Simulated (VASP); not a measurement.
# Ta (P6_3/mmc) in VASP: notebook, part 2 of 2

VASP 6.6.1. Earlier steps stand in the parts before.

## (3) Single point, BLYP (volume scaled by 0.88)

Input file INCAR:

```
PREC = Accurate
ENCUT = 520
EDIFF = 1E-6
ISMEAR = -1
SIGMA = 0.1
LREAL = False
LASPH = True
NELM = 80
ALGO = Normal
ISIF = 2
LWAVE = False
LCHARG = False
GGA = B5
ALDAX = 1.0
AGGAX = 1.0
AGGAC = 1.0
ALDAC = 0.0
NBANDS = 30
```

Input file KPOINTS:

```
regular mesh
0
Gamma
  14 14 4
```

Input file POSCAR:

```
Ta
1.0
    2.8185595180      0.0000000000      0.0000000000
   -1.4092797590      2.4409441447      0.0000000000
    0.0000000000      0.0000000000      9.9168942738
Ta
4
Direct
    1.0000000000      1.0000000000      1.0000000000
    0.0000000000      0.0000000000      0.5000000000
    0.3333333333      0.6666666667      0.2500000000
    0.6666666667      0.3333333333      0.7500000000
```

Potentials or basis: VASP PAW PBE potentials, release 64 (Ta_pv).

Command:

```sh
> cat potpaw_PBE.64/Ta_pv/POTCAR > POTCAR
> mpirun -np 1 vasp_std > vasp.out
```

Wall time 66 s (1 thread of Intel Xeon 6975P-C (Granite Rapids), shared host); peak memory 0.26 GiB.

It converged, with:

| Item | Value |
| --- | --- |
| Free energy | -39.5115 eV |
| Pressure | 29.7 GPa |
| Band gap on the k mesh | zero (band 22 reaches 7.73 eV, above the bottom of band 23 at 6.44 eV) |

Stress tensor (GPa, compression positive):
```
29.90  0.00  0.00
 0.00 29.90  0.00
 0.00  0.00 29.45
```

Levels at points of the mesh, in eV from the Fermi level:
```tsv
k point	band 19	band 20	band 21	band 22	band 23	band 24	band 25	band 26
(0.00, 0.00, 0.00)	-0.62	0.37	0.37	0.49	0.49	0.61	0.85	0.85
(0.50, 0.00, 0.00)	-2.42	-1.32	-0.25	0.51	0.69	2.25	2.69	2.74
(0.00, 0.00, 0.50)	-0.39	-0.39	0.48	0.48	0.48	0.48	0.84	0.84
(0.50, 0.00, 0.50)	-1.34	-1.34	0.79	0.79	1.22	1.22	1.63	1.63
```

Caveat: the PAW data sets were made with another functional, which shifts forces and pressure a little; spin-orbit coupling is left out, which moves the levels of the heavy elements.

## (4) Single point, BLYP (volume scaled by 0.92)

Input file INCAR:

```
PREC = Accurate
ENCUT = 520
EDIFF = 1E-6
ISMEAR = -1
SIGMA = 0.1
LREAL = F
LASPH = T
NELM = 100
ALGO = Normal
ISIF = 2
LWAVE = F
LCHARG = F
GGA = B5
ALDAX = 1.0
AGGAX = 1.0
AGGAC = 1.0
ALDAC = 0.0
NBANDS = 30
```

KPOINTS is that of step 3.

Input file POSCAR:

```
Ta
1.0
    2.8606337736      0.0000000000      0.0000000000
   -1.4303168868      2.4773815188      0.0000000000
    0.0000000000      0.0000000000     10.0649294460
Ta
4
Direct
    1.0000000000      1.0000000000      1.0000000000
    0.0000000000      0.0000000000      0.5000000000
    0.3333333333      0.6666666667      0.2500000000
    0.6666666667      0.3333333333      0.7500000000
```

Command:

```sh
> cat potpaw_PBE.64/Ta_pv/POTCAR > POTCAR
> mpirun -np 1 vasp_std > vasp.out
```

Run time: 64 s. Hardware: 1 thread of Intel Xeon 6975P-C (Granite Rapids), shared host; peak memory 0.26 GiB.

Results (log left out):

```
Free energy            : -39.9724 eV
Pressure               : 18.2 GPa
Band gap on the k mesh : zero (band 22 reaches 7.21 eV, above the bottom of band 23 at 6.04 eV)
```

Stress tensor (GPa, compression positive):
```
18.35  0.00  0.00
 0.00 18.35  0.00
 0.00  0.00 17.89
```

Levels at points of the mesh, in eV from the Fermi level:
```csv
k point,band 18,band 19,band 20,band 21,band 22,band 23,band 24,band 25,band 26,band 27
"(0.00, 0.00, 0.00)",-1.15,-0.55,0.40,0.40,0.45,0.51,0.51,0.85,0.85,0.99
"(0.50, 0.00, 0.00)",-2.53,-2.27,-1.22,-0.29,0.46,0.72,2.04,2.59,2.65,2.80
"(0.00, 0.00, 0.50)",-0.83,-0.45,-0.45,0.50,0.50,0.50,0.50,0.84,0.84,0.84
"(0.50, 0.00, 0.50)",-3.30,-1.24,-1.24,0.68,0.68,1.21,1.21,1.49,1.49,4.59
```

Caveat: the PAW data sets were made with another functional, which shifts forces and pressure a little; spin-orbit coupling is left out, which moves the levels of the heavy elements.

## (5) Single point, BLYP (volume scaled by 0.96)

Input file INCAR:

```
SYSTEM = Ta
PREC = Accurate
ENCUT = 520
EDIFF = 1E-6
ISMEAR = -1
SIGMA = 0.1
LREAL = .False.
LASPH = .True.
NELM = 100
ALGO = Normal
ISIF = 2
LWAVE = .False.
LCHARG = .False.
GGA = B5
ALDAX = 1.0
AGGAX = 1.0
AGGAC = 1.0
ALDAC = 0.0
NBANDS = 30
```

Input file KPOINTS:

```
regular mesh
0
Gamma
  14 14 4
  0 0 0
```

Input file POSCAR:

```
Ta
1.0
    2.9015054923      0.0000000000      0.0000000000
   -1.4507527462      2.5127774656      0.0000000000
    0.0000000000      0.0000000000     10.2087335811
Ta
4
Direct
    1.0000000000      1.0000000000      1.0000000000
    0.0000000000      0.0000000000      0.5000000000
    0.3333333333      0.6666666667      0.2500000000
    0.6666666667      0.3333333333      0.7500000000
```

Command:

```sh
> cat potpaw_PBE.64/Ta_pv/POTCAR > POTCAR
> mpirun -np 1 vasp_std > vasp.out
```

It took 68 s on 1 thread of Intel Xeon 6975P-C (Granite Rapids), shared host; peak memory 0.27 GiB.

The run converged. Its results:

```
Free energy            : -40.2301 eV
Pressure               : 8.7 GPa
Band gap on the k mesh : zero (band 22 reaches 6.75 eV, above the bottom of band 23 at 5.68 eV)
```

Stress tensor (GPa, compression positive):
```
8.79 0.00 0.00
0.00 8.79 0.00
0.00 0.00 8.46
```

Levels at points of the mesh, in eV from the Fermi level:
| k point | band 19 | band 20 | band 21 | band 22 | band 23 | band 24 | band 25 | band 26 |
| --- | --- | --- | --- | --- | --- | --- | --- | --- |
| (0.00, 0.00, 0.00) | -0.49 | 0.33 | 0.42 | 0.42 | 0.52 | 0.52 | 0.84 | 0.84 |
| (0.50, 0.00, 0.00) | -2.14 | -1.13 | -0.33 | 0.43 | 0.73 | 1.85 | 2.50 | 2.55 |
| (0.00, 0.00, 0.50) | -0.50 | -0.50 | 0.52 | 0.52 | 0.52 | 0.52 | 0.83 | 0.83 |
| (0.50, 0.00, 0.50) | -1.15 | -1.15 | 0.58 | 0.58 | 1.20 | 1.20 | 1.37 | 1.37 |

Caveat: the PAW data sets were made with another functional, which shifts forces and pressure a little; spin-orbit coupling is left out, which moves the levels of the heavy elements.

## (6) Single point, BLYP

Input file INCAR:

```
SYSTEM = Ta
AGGAC = 1.0
AGGAX = 1.0
ALDAC = 0.0
ALDAX = 1.0
ALGO = Normal
EDIFF = 1E-6
ENCUT = 520
GGA = B5
ISIF = 2
ISMEAR = -1
LASPH = .TRUE.
LCHARG = .FALSE.
LREAL = .FALSE.
LWAVE = .FALSE.
NBANDS = 30
NELM = 60
PREC = Accurate
SIGMA = 0.1
```

Input file KPOINTS:

```
k-points
0
G
  14 14 4
  0 0 0
```

Input file POSCAR:

```
Ta
1.0
    2.9412570826      0.0000000000      0.0000000000
   -1.4706285413      2.5472033526      0.0000000000
    0.0000000000      0.0000000000     10.3485966265
Ta
4
Direct
    1.0000000000      1.0000000000      1.0000000000
    0.0000000000      0.0000000000      0.5000000000
    0.3333333333      0.6666666667      0.2500000000
    0.6666666667      0.3333333333      0.7500000000
```

Potentials or basis: VASP PAW PBE potentials, release 64 (Ta_pv).

Command:

```sh
> cat potpaw_PBE.64/Ta_pv/POTCAR > POTCAR
> mpirun -np 1 vasp_std > vasp.out
```

Run time: 70 s. Hardware: 1 thread of Intel Xeon 6975P-C (Granite Rapids), shared host; peak memory 0.27 GiB.

It converged, with:

```yaml
Free_energy: -40.3204 eV
Pressure: 0.8 GPa
Band_gap_on_the_k_mesh: zero (band 22 reaches 6.36 eV, above the bottom of band 23 at 5.35 eV)
```

Stress tensor (GPa, compression positive):
```
0.88 0.00 0.00
0.00 0.88 0.00
0.00 0.00 0.79
```

Levels at points of the mesh, in eV from the Fermi level:
```tsv
k point	band 19	band 20	band 21	band 22	band 23	band 24	band 25	band 26
(0.00, 0.00, 0.00)	-0.44	0.22	0.43	0.43	0.53	0.53	0.83	0.83
(0.50, 0.00, 0.00)	-2.02	-1.05	-0.36	0.39	0.73	1.69	2.37	2.41
(0.00, 0.00, 0.50)	-0.54	-0.54	0.53	0.53	0.53	0.53	0.82	0.82
(0.50, 0.00, 0.50)	-1.08	-1.08	0.49	0.49	1.18	1.18	1.26	1.26
```

Caveat: the PAW data sets were made with another functional, which shifts forces and pressure a little; spin-orbit coupling is left out, which moves the levels of the heavy elements.

## (7) Single point, BLYP (volume scaled by 1.04)

Input file INCAR:

```
SYSTEM = Ta
PREC = Accurate ; ENCUT = 520
EDIFF = 1E-7 ; ISMEAR = -1
SIGMA = 0.1 ; LREAL = .FALSE.
LASPH = .TRUE. ; NELM = 80
ALGO = Normal ; ISIF = 2
LWAVE = .FALSE. ; LCHARG = .FALSE.
GGA = B5 ; ALDAX = 1.0
AGGAX = 1.0 ; AGGAC = 1.0
ALDAC = 0.0 ; NBANDS = 30
```

Input file KPOINTS:

```
regular mesh
0
G
  14 14 4
  0 0 0
```

Input file POSCAR:

```
Ta
1.0
    2.9799622723      0.0000000000      0.0000000000
   -1.4899811362      2.5807230301      0.0000000000
    0.0000000000      0.0000000000     10.4847779885
Ta
4
Direct
    1.0000000000      1.0000000000      1.0000000000
    0.0000000000      0.0000000000      0.5000000000
    0.3333333333      0.6666666667      0.2500000000
    0.6666666667      0.3333333333      0.7500000000
```

Command:

```sh
> cat potpaw_PBE.64/Ta_pv/POTCAR > POTCAR
> mpirun -np 1 vasp_std > vasp.out
```

Wall time 78 s (1 thread of Intel Xeon 6975P-C (Granite Rapids), shared host); peak memory 0.27 GiB.

Results (log left out):

| Item | Value |
| --- | --- |
| Free energy | -40.2729 eV |
| Pressure | -5.6 GPa |
| Band gap on the k mesh | zero (band 22 reaches 6.04 eV, above the bottom of band 23 at 5.05 eV) |

Stress tensor (GPa, compression positive):
```
-5.68  0.00  0.00
 0.00 -5.68  0.00
 0.00  0.00 -5.44
```

Levels at points of the mesh, in eV from the Fermi level:
```
           k point  band 18  band 19  band 20  band 21  band 22  band 23  band 24  band 25  band 26  band 27
(0.00, 0.00, 0.00)    -0.98    -0.39     0.14     0.44     0.44     0.53     0.53     0.82     0.82     0.93
(0.50, 0.00, 0.00)    -2.18    -1.91    -0.98    -0.38     0.36     0.73     1.55     2.20     2.32     2.37
(0.00, 0.00, 0.50)    -0.65    -0.57    -0.57     0.53     0.53     0.53     0.53     0.81     0.81     0.81
(0.50, 0.00, 0.50)    -2.75    -1.01    -1.01     0.42     0.42     1.15     1.15     1.17     1.17     3.98
```

Caveat: the PAW data sets were made with another functional, which shifts forces and pressure a little; spin-orbit coupling is left out, which moves the levels of the heavy elements.

## (8) The runs side by side

| cell | k mesh | gap on the mesh (eV) | pressure (GPa) |
| --- | --- | --- | --- |
| a = 2.941, b = 2.941, c = 10.349 Å, angles 90.0, 90.0, 120.0°, 4 atoms | 12 × 12 × 4 | none | 0.8 |
| a = 2.819, b = 2.819, c = 9.917 Å, angles 90.0, 90.0, 120.0°, 4 atoms | 14 × 14 × 4 | none | 29.7 |
| a = 2.861, b = 2.861, c = 10.065 Å, angles 90.0, 90.0, 120.0°, 4 atoms | 14 × 14 × 4 | none | 18.2 |
| a = 2.902, b = 2.902, c = 10.209 Å, angles 90.0, 90.0, 120.0°, 4 atoms | 14 × 14 × 4 | none | 8.7 |
| a = 2.941, b = 2.941, c = 10.349 Å, angles 90.0, 90.0, 120.0°, 4 atoms | 14 × 14 × 4 | none | 0.8 |
| a = 2.980, b = 2.980, c = 10.485 Å, angles 90.0, 90.0, 120.0°, 4 atoms | 14 × 14 × 4 | none | -5.6 |

Alike in all rows: task single point; level BLYP; potentials or basis VASP PAW PBE potentials, release 64 (Ta_pv); no spin polarisation; cutoff (eV) 520; smearing fermi-dirac 0.1 eV.

Caveats: the PAW data sets were made with another functional, which shifts forces and pressure a little; spin-orbit coupling is left out, which moves the levels of the heavy elements.

Absolute energies hang on the potentials; compare differences alone.
